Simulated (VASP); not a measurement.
Wanted: the native input for a VASP 6.6.1 run.

* Task: single point
* Functional: PBE
* Potentials or basis: VASP PAW PBE potentials, release 64 (Si, O)
* Cutoff: 520 eV
* k mesh: 10 × 10 × 10
* Occupations: fermi-dirac, width 0.02 eV
* Spin: no spin polarisation
* Dipole correction: no
* Further INCAR settings: ALGO = Normal; EDIFF = 1e-06; NBANDS = 25

The structure of SiO2 lies in POSCAR:

```
SiO2
1.0
   -1.7448856757      1.7448856757      4.2030844901
    1.7448856757     -1.7448856757      4.2030844901
    1.7448856757      1.7448856757     -4.2030844901
Si O
2 4
Direct
    0.7500000000      0.2500000000      0.5000000000
    0.0000000000      0.0000000000      0.0000000000
    0.5409502157      0.0409502157      0.5000000000
    0.7909502157      0.7909502157      0.0000000000
    0.2090497843      0.2090497843      0.0000000000
    0.9590497843      0.4590497843      0.5000000000
```

These files were run (other wordings do the same):

INCAR

```
  PREC = Accurate
  ENCUT = 520
  EDIFF = 1E-6
  ISMEAR = -1
  SIGMA = 0.02
  LREAL = F
  LASPH = T
  NELM = 80
  ALGO = Normal
  ISIF = 2
  LWAVE = F
  LCHARG = F
  GGA = PE
  NBANDS = 25
```

KPOINTS

```
Automatic mesh
0
Gamma
  10 10 10
```

Potentials or basis: VASP PAW PBE potentials, release 64 (Si, O).

Command:

```console
$ cat potpaw_PBE.64/Si/POTCAR potpaw_PBE.64/O/POTCAR > POTCAR
$ mpirun -np 1 vasp_std > vasp.out
```

Results of the run:

The pressure is 9.0 GPa, the largest force is 0.119 eV/Å and the band gap on the k mesh is 6.30 eV (least direct gap 7.03 eV).

Caveat: the cell stands under pressure.

It took 110 s on 1 thread of Intel(R) Xeon(R) Platinum 8259CL CPU @ 2.50GHz (Skylake/Cascade Lake) (shared host), peak memory 0.26 GiB.
